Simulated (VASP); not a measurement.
# MgCdSe2 (P-3m1) in VASP: a series of runs, part 2 of 2

VASP 6.6.1. Earlier steps stand in the parts before.

**3. Single point, PBE**

This run uses another cell than the first one, of 22.36 Å³/atom.

INCAR

```
PREC     = Accurate       # precision mode
ENCUT    = 520            # plane-wave cutoff, eV
EDIFF    = 1E-7           # SCF threshold, eV
ISMEAR   = 0              # smearing method
SIGMA    = 0.1            # smearing width, eV
LREAL    = False          # projectors in reciprocal space
LASPH    = True           # aspherical terms in the spheres
NELM     = 60             # most SCF steps
ALGO     = Normal         # electronic algorithm
ISIF     = 2              # what is computed and relaxed
LWAVE    = False          # write WAVECAR
LCHARG   = False          # write CHGCAR
GGA      = PE             # functional
NBANDS   = 21             # bands
```

KPOINTS

```
regular mesh
0
Gamma
  6 6 4
```

POSCAR

```
MgCdSe2
1.0
    3.9693437802      0.0000000000      0.0000000000
   -1.9846718901      3.4375525500      0.0000000000
    0.0000000000      0.0000000000      6.5534577183
Mg Cd Se
1 1 2
Direct
    0.0000000000      0.0000000000      0.5000000000
    0.0000000000      0.0000000000      0.0000000000
    0.6666666667      0.3333333333      0.7389198451
    0.3333333333      0.6666666667      0.2610801549
```

Potentials or basis: VASP PAW PBE potentials, release 64 (Mg, Cd, Se).

Command:

```
> cat potpaw_PBE.64/Mg/POTCAR potpaw_PBE.64/Cd/POTCAR potpaw_PBE.64/Se/POTCAR > POTCAR
> mpirun -np 1 vasp_std > vasp.out
```

Wall time 72 s (1 thread of Intel Xeon 8259CL, shared host); peak memory 0.22 GiB.

The run converged. Its results:

* Free energy: -12.5808 eV
* Pressure: 0.4 GPa
* Largest force: 0.047 eV/Å
* Band gap on the k mesh: 0.96 eV (least direct gap 1.26 eV)

Forces on the atoms (eV/Å):
```
Mg   0.000  0.000  0.000
Cd   0.000  0.000  0.000
Se   0.000  0.000 -0.047
Se   0.000  0.000  0.047
```

Levels at points of the mesh, in eV from the valence-band top:
```tsv
k point	band 11	band 12	band 13	band 14	band 15	band 16
(0.00, 0.00, 0.00)	-0.34	-0.30	-0.30	0.96	3.29	6.53
(0.50, 0.00, 0.00)	-1.85	-1.63	-0.28	2.52	3.67	3.73
(0.00, 0.00, 0.50)	-0.59	0.00	0.00	3.09	3.09	6.30
(0.50, 0.00, 0.50)	-1.31	-1.08	-1.05	1.85	2.87	4.52
```

A k mesh can miss the band edges.

**4. Relaxation of cell and atoms, PBE**

INCAR

```
  ALGO = Normal
  EDIFF = 1E-7
  EDIFFG = -0.04
  ENCUT = 600
  GGA = PE
  IBRION = 2
  ISIF = 3
  ISMEAR = 0
  LASPH = True
  LCHARG = False
  LREAL = False
  LWAVE = False
  NELM = 60
  NSW = 90
  PREC = Accurate
  SIGMA = 0.1
```

KPOINTS

```
k-points
0
Gamma
  6 6 4
```

POSCAR

```
MgCdSe2
1.0
    3.7669475800      0.0000000000      0.0000000000
   -1.8834737900      3.2622723000      0.0000000000
    0.0000000000      0.0000000000      7.0983787000
Mg Cd Se
1 1 2
Direct
    0.0000000000      0.0000000000      0.5000000000
    0.0000000000      0.0000000000      0.0000000000
    0.6666666700      0.3333333300      0.7979580200
    0.3333333300      0.6666666700      0.2020419800
```

Potentials or basis: VASP PAW PBE potentials, release 64 (Mg, Cd, Se).

Command:

```
> cat potpaw_PBE.64/Mg/POTCAR potpaw_PBE.64/Cd/POTCAR potpaw_PBE.64/Se/POTCAR > POTCAR
> mpirun -np 1 vasp_std > vasp.out
```

OUTCAR:

```text
EDIFF = 1E-7
   EDIFFG = -0.04
   ENCUT = 600
   GGA = PE
   IBRION = 2
   ISIF = 3
   ISMEAR = 0
   LASPH = True
   LREAL = False
   NELM = 60
   NSW = 90
   PREC = Accurate

 ion  position               nearest neighbor table
   1  0.000  0.000  0.500-   3 3.03   4 3.03   3 3.03   4 3.03   3 3.03   4 3.03   2 3.55   2 3.55

   2  0.000  0.000  0.000-   3 2.61   4 2.61   3 2.61   4 2.61   3 2.61   4 2.61   1 3.55   1 3.55

   3  0.667  0.333  0.798-   2 2.61   2 2.61   2 2.61   1 3.03   1 3.03   1 3.03
   4  0.333  0.667  0.202-   2 2.61   2 2.61   2 2.61   1 3.03   1 3.03   1 3.03

  LATTYP: Found a hexagonal cell.
 ALAT       =     3.7669475800
 C/A-ratio  =     1.8843847835

  Lattice vectors:

 A1 = (   3.7669475800,   0.0000000000,   0.0000000000)
 A2 = (  -1.8834737900,   3.2622723000,   0.0000000000)
 A3 = (   0.0000000000,   0.0000000000,   7.0983787000)

Analysis of symmetry for initial positions (statically):
=====================================================================
[... 291 lines left out ...]

 number of electron      26.0000000 magnetization

------------------------ aborting loop because EDIFF is reached ----------------------------------------
[... 71 lines left out ...]
--------------------------------------- Ionic step       10  -------------------------------------------

 number of electron      25.9999998 magnetization

 Free energy of the ion-electron system (eV)
  ---------------------------------------------------
  ext. energy  EPLUGINS =         0.00000000
  ---------------------------------------------------
  free energy    TOTEN  =       -12.58123200 eV

  energy without entropy =      -12.58123200  energy(sigma->0) =      -12.58123200

 E-fermi :   2.9570     XC(G=0):  -9.6564

 val. band max:        2.5391255883   @ k =   0.0000   0.0000   0.5000
 cond. band min:       3.4791891400   @ k =   0.0000   0.0000   0.0000
 fundamental gap:      0.9400635518
 Fermi energy:         2.9569853709

 k-point     1 :       0.0000    0.0000    0.0000
  band No.  band energies     occupation
      1     -10.2640      2.00000
      2      -9.3132      2.00000
      3      -5.4328      2.00000
      4      -5.4201      2.00000
      5      -5.4201      2.00000
      6      -5.2393      2.00000
[... 500 lines left out ...]
  FREE ENERGIE OF THE ION-ELECTRON SYSTEM (eV)
  ---------------------------------------------------
  free  energy   TOTEN  =       -12.5812320038 eV

  energy  without entropy=      -12.5812320038  energy(sigma->0) =      -12.58123200

 reached required accuracy - stopping structural energy minimisation
```

Run time: 9.9 min. Hardware: 1 thread of Intel Xeon 8259CL, shared host; peak memory 0.27 GiB.

Results:

* Free energy: -12.5812 eV
* Relaxed volume: 22.44 Å³/atom
* Relaxed cell: a = 3.974 Å, b = 3.974 Å, c = 6.565 Å, α = 90.00°, β = 90.00°, γ = 120.00°
* Space group after relaxing (to 0.1 Å): P-3m1 (No. 164)
* Energy gained by relaxing: 429.4 meV/atom
* Ionic steps: 10
* Pressure after relaxing: 0.2 GPa
* Largest force after relaxing: 0.012 eV/Å
* Band gap on the k mesh: 0.94 eV (least direct gap 1.24 eV)

Forces in eV/Å, atoms in the order of the input:
```
Mg   0.000  0.000  0.000
Cd   0.000  0.000  0.000
Se   0.000  0.000 -0.012
Se   0.000  0.000  0.012
```

The path:
```tsv
step	energy change (eV)	largest force (eV/Å)	pressure (GPa)	volume (Å³)
1	0.0000	3.4671	9.34	87.23
2	-1.0748	1.1750	-5.02	104.04
3	-1.0744	1.2187	-4.79	103.53
4	-1.5067	0.9292	-2.63	96.21
5	-1.6371	0.5303	0.59	89.93
6	-1.6966	0.1696	0.29	89.88
7	-1.7107	0.1005	0.17	89.82
8	-1.7166	0.0348	-0.13	90.24
9	-1.7173	0.0040	-0.26	90.43
10	-1.7175	0.0123	0.17	89.78
```

Final structure:
```yaml
crystal:
  lattice:
    - [3.97367, 0.00000, 0.00000]
    - [-1.98684, 3.44130, 0.00000]
    - [0.00000, 0.00000, 6.56520]
  atoms:
    - { symbol: Mg, position: [0.00000, 0.00000, 0.50000] }
    - { symbol: Cd, position: [0.00000, 0.00000, 0.00000] }
    - { symbol: Se, position: [0.66667, 0.33333, 0.73826] }
    - { symbol: Se, position: [0.33333, 0.66667, 0.26174] }
```

Levels at points of the mesh, in eV from the valence-band top:
```
           k point  band 9  band 10  band 11  band 12  band 13  band 14  band 15  band 16  band 17
(0.00, 0.00, 0.00)   -0.36    -0.34    -0.34    -0.30    -0.30     0.94     3.29     6.53     6.53
(0.50, 0.00, 0.00)   -3.53    -2.83    -1.83    -1.62    -0.28     2.50     3.67     3.73     5.67
(0.00, 0.00, 0.50)   -3.12    -0.58    -0.58     0.00     0.00     3.08     3.08     6.30     6.30
(0.50, 0.00, 0.50)   -4.46    -1.61    -1.29    -1.08    -1.05     1.84     2.87     4.52     5.78
```

**5. Single point, PBE**

This run uses another cell than the first one, of 22.47 Å³/atom.

INCAR

```
SYSTEM = MgCdSe2
PREC = Accurate
ENCUT = 520
EDIFF = 1E-7
ISMEAR = 0
SIGMA = 0.02
LREAL = .FALSE.
LASPH = .TRUE.
NELM = 80
ALGO = Normal
ISIF = 2
LWAVE = .FALSE.
LCHARG = .FALSE.
GGA = PE
NBANDS = 21
```

KPOINTS

```
regular mesh
0
G
  12 12 4
  0 0 0
```

POSCAR

```
MgCdSe2
1.0
    3.9746762476      0.0000000000      0.0000000000
   -1.9873381238      3.4421706023      0.0000000000
    0.0000000000      0.0000000000      6.5701283575
Mg Cd Se
1 1 2
Direct
    0.0000000000      0.0000000000      0.5000000000
    0.0000000000      0.0000000000      0.0000000000
    0.6666666667      0.3333333333      0.7388797715
    0.3333333333      0.6666666667      0.2611202285
```

Command:

```
> cat potpaw_PBE.64/Mg/POTCAR potpaw_PBE.64/Cd/POTCAR potpaw_PBE.64/Se/POTCAR > POTCAR
> mpirun -np 1 vasp_std > vasp.out
```

Run time: 3.4 min. Hardware: 1 thread of Intel Xeon 8259CL, shared host; peak memory 0.3 GiB.

Results (log left out):

- Free energy: -12.5894 eV
- Pressure: 0.1 GPa
- Largest force: 0.040 eV/Å
- Band gap on the k mesh: 0.93 eV (least direct gap 1.23 eV)

Forces on the atoms (eV/Å):
```
Mg   0.000  0.000  0.000
Cd   0.000  0.000  0.000
Se   0.000  0.000 -0.040
Se   0.000  0.000  0.040
```

Levels at points of the mesh, in eV from the valence-band top:
```
           k point  band 11  band 12  band 13  band 14  band 15  band 16
(0.00, 0.00, 0.00)    -0.34    -0.30    -0.30     0.93     3.29     6.53
(0.50, 0.00, 0.00)    -1.83    -1.62    -0.28     2.50     3.67     3.73
(0.00, 0.00, 0.50)    -0.58     0.00     0.00     3.07     3.08     6.30
(0.50, 0.00, 0.50)    -1.29    -1.08    -1.04     1.84     2.86     4.52
```

A k mesh can miss the band edges.

**6. The runs side by side**

```tsv
task	cell	k mesh	cutoff (eV)	smearing	gap on the mesh (eV)	pressure (GPa)	largest force (eV/Å)
single point	a = 3.767, b = 3.767, c = 7.098 Å, angles 90.0, 90.0, 120.0°, 4 atoms, atomic positions A	6 × 6 × 4	520	gaussian 0.1 eV	none	9.4	3.47
single point	a = 3.969, b = 3.969, c = 6.553 Å, angles 90.0, 90.0, 120.0°, 4 atoms, atomic positions B	6 × 6 × 4	520	gaussian 0.1 eV	0.96	0.4	0.05
relaxation of cell and atoms	relaxed from a = 3.767, b = 3.767, c = 7.098 Å, angles 90.0, 90.0, 120.0°, 4 atoms, atomic positions A	6 × 6 × 4	600	gaussian 0.1 eV	0.94	0.2	0.01
single point	a = 3.975, b = 3.975, c = 6.570 Å, angles 90.0, 90.0, 120.0°, 4 atoms, atomic positions B	12 × 12 × 4	520	gaussian 0.02 eV	0.93	0.1	0.04
```

Alike in all rows: level PBE; potentials or basis VASP PAW PBE potentials, release 64 (Mg, Cd, Se); no spin polarisation.

Caveats: the cell stands under pressure (at least some runs); semilocal functionals underestimate gaps, so a narrow gap can read as zero (at least some runs); forces of over 1 eV/Å act on the atoms, so gaps and moduli don't describe the material at rest (at least some runs).

Total energies depend on the potentials used, so only differences within one code and one set of settings carry meaning.
